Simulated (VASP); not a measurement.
Here is a VASP 6.6.1 calculation.

The input INCAR:

```
SYSTEM = Ca8C
ALGO = Normal ; DIPOL = 0.5 0.5 0.321
EDIFF = 1E-7 ; EDIFFG = -0.025
ENCUT = 520 ; GGA = PE
GGA_COMPAT = .FALSE. ; IBRION = 2
IDIPOL = 3 ; ISIF = 2
ISMEAR = 0 ; KPAR = 4
LASPH = .TRUE. ; LCHARG = .FALSE.
LDIPOL = .TRUE. ; LREAL = .FALSE.
LWAVE = .FALSE. ; NELM = 120
NELMDL = -8 ; NELMIN = 4
NSW = 36 ; PREC = Accurate
SIGMA = 0.1
```

Contents of KPOINTS:

```
k-points
0
G
  6 6 1
  0 0 0
```

File POSCAR:

```
Ca8C
1.0
    7.8132359333      0.0000000000      0.0000000000
   -3.9066179666      6.7664608040      0.0000000000
    0.0000000000      0.0000000000     18.4977493743
Ca C
8 1
Selective dynamics
Direct
    0.3333333333      0.1666666667      0.2162425233  F F F
    0.3333333333      0.6666666667      0.2162425233  F F F
    0.8333333333      0.1666666667      0.2162425233  F F F
    0.8333333333      0.6666666667      0.2162425233  F F F
    0.1666666667      0.3333333333      0.3783027455  F F F
    0.1666666667      0.8333333333      0.3783027455  F F F
    0.6666666667      0.3333333333      0.3783027455  F F F
    0.6666666667      0.8333333333      0.3783027455  F F F
    0.1666666667      0.3333333333      0.5145355352  F F T
```

Potentials or basis: VASP PAW PBE potentials, release 64 (Ca_sv, C).

Launch:

```bash
$ cat potpaw_PBE.64/Ca_sv/POTCAR potpaw_PBE.64/C/POTCAR > POTCAR
$ mpirun -np 4 vasp_std > vasp.out
```

Q: Estimate the band gap on the k mesh.

A: Zero (band 42 reaches -1.55 eV, above the bottom of band 43 at -1.78 eV).

Q: Estimate the energy gained by relaxing.

A: 32.5 meV/atom.

Final structure:
```cif
data_structure
_symmetry_space_group_name_H-M 'P 1'
_symmetry_Int_Tables_number 1
_cell_length_a 7.8132
_cell_length_b 7.8132
_cell_length_c 18.4977
_cell_angle_alpha 90.000
_cell_angle_beta 90.000
_cell_angle_gamma 120.000
_cell_volume 977.94
loop_
_atom_site_label
_atom_site_type_symbol
_atom_site_fract_x
_atom_site_fract_y
_atom_site_fract_z
_atom_site_occupancy
Ca1 Ca 0.33333 0.16667 0.21624 1
Ca2 Ca 0.33333 0.66667 0.21624 1
Ca3 Ca 0.83333 0.16667 0.21624 1
Ca4 Ca 0.83333 0.66667 0.21624 1
Ca5 Ca 0.16667 0.33333 0.37830 1
Ca6 Ca 0.16667 0.83333 0.37830 1
Ca7 Ca 0.66667 0.33333 0.37830 1
Ca8 Ca 0.66667 0.83333 0.37830 1
C1 C 0.16667 0.33333 0.49578 1
```
